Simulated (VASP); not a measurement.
Write the native input for VASP 6.6.1 that does the following.

* Task: electric field gradients
* Functional: PBEsol
* Potentials or basis: VASP PAW PBE potentials, release 64 (Pb_d, Se)
* Cutoff: 400 eV
* k mesh: 9 × 9 × 9
* Occupations: fermi-dirac, width 0.01 eV
* Spin: no spin polarisation
* Dipole correction: no
* Further INCAR settings: ALGO = Normal; EDIFF = 1e-08; NBANDS = 17

The structure of PbSe lies in POSCAR:

```
PbSe
1.0
    0.0000000000      3.1024460684      3.1024460684
    3.1024460684      0.0000000000      3.1024460684
    3.1024460684      3.1024460684      0.0000000000
Pb Se
1 1
Direct
    0.0000000000      0.0000000000      0.0000000000
    0.5000000000      0.5000000000      0.5000000000
```

This cell differs from its parent crystal: volume scaled by 1.04.

One way to write it, as run:

INCAR

```
PREC = Accurate
ENCUT = 400
EDIFF = 1E-8
ISMEAR = -1
SIGMA = 0.01
LREAL = F
LASPH = T
NELM = 120
ALGO = Normal
ISIF = 2
LWAVE = F
LCHARG = F
GGA = PS
LEFG = T
NBANDS = 17
GGA_COMPAT = F
```

KPOINTS

```
regular mesh
0
Gamma
  9 9 9
```

Potentials or basis: VASP PAW PBE potentials, release 64 (Pb_d, Se).

Command:

```console
$ cat potpaw_PBE.64/Pb_d/POTCAR potpaw_PBE.64/Se/POTCAR > POTCAR
$ mpirun -np 1 vasp_std > vasp.out
```

Results of the run:

* Pressure: -2.4 GPa

Caveat: without QUAD_EFG the Cq values of the log hold for a quadrupole moment of 1 mb, not for the nuclei; the PAW data sets were made with another functional, which shifts forces and pressure a little.

Wall time 17 s on 1 thread of Intel(R) Xeon(R) 6975P-C (Granite Rapids), on a shared host, peak memory 0.17 GiB.
